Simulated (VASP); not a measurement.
Input of a VASP 6.6.1 run:

The input INCAR:

```
PREC = Accurate
ENCUT = 600
EDIFF = 1E-6
ISMEAR = 0
SIGMA = 0.1
LREAL = False
LASPH = True
NELM = 150
ALGO = Normal
ISIF = 3
LWAVE = False
LCHARG = False
ISPIN = 2
MAGMOM = 0 0 0 1 1
LORBIT = 11
LMAXMIX = 4
GGA = PE
IBRION = 2
NSW = 90
EDIFFG = -0.04
```

Contents of KPOINTS:

```
Automatic mesh
0
Gamma
  6 6 2
```

File POSCAR:

```
Y2MgC2
1.0
    3.2421031100      0.0000000000      0.0000000000
   -1.6210515600      2.8077436600      0.0000000000
    0.0000000000      0.0000000000      8.4766730300
Y Mg C
2 1 2
Direct
    0.3333333300      0.6666666700      0.1410000000
    0.6666666700      0.3333333300      0.8590000000
    0.0000000000      0.0000000000      0.0000000000
    0.3333333300      0.6666666700      0.6670000000
    0.6666666700      0.3333333300      0.3330000000
```

Potentials or basis: VASP PAW PBE potentials, release 64 (Y_sv, Mg, C).

Launch:

```bash
$ cat potpaw_PBE.64/Y_sv/POTCAR potpaw_PBE.64/Mg/POTCAR potpaw_PBE.64/C/POTCAR > POTCAR
$ mpirun -np 1 vasp_std > vasp.out
```

(1) Predict the relaxed volume.

(2) What does it give for the relaxed cell?

(3) Predict the net moment.

(4) Predict the band gap on the k mesh.

Results:

(1) 16.40 Å³/atom.

(2) a = 4.187 Å, b = 4.187 Å, c = 5.400 Å, α = 90.00°, β = 90.00°, γ = 120.00°.

(3) 0.00 μB per cell.

(4) zero (filled and empty bands overlap).

Caveat: the k points lie up to 0.58 Å⁻¹ apart in the final cell.
